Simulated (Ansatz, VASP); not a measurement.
**SiC: VASP beside Ansatz**

```xyz
2
Lattice="0.0000 2.1784 2.1784 2.1784 0.0000 2.1784 2.1784 2.1784 0.0000" Properties=species:S:1:pos:R:3 pbc="T T T"
Si    1.0892    1.0892    1.0892
C     0.0000    0.0000    0.0000
```

Alike in both runs: functional PBEsol; k mesh 10 × 10 × 10; occupations gaussian, width 0.02 eV; non-collinear spin, spin-orbit coupling.

Ansatz relaxed the structure, and its values are those at the end. VASP's run is a single point on that final structure, the one shown.

|  | VASP | Ansatz |
| --- | --- | --- |
| version | VASP 6.6.1 | Ansatz 0.2.0 |
| potentials or method | VASP PAW PBE potentials, release 64 (Si, C), cutoff 520 eV | scalar-relativistic, plane waves, PAW |
| valence electrons in the cell | 8 | 8 |

Ansatz gave:

```
pressure (GPa) : 0.0
```

**Question.** What did VASP give for the same quantities?

**Answer.** Pressure (GPa): 0.4.

VASP's potentials were made for PBE, not for PBEsol.
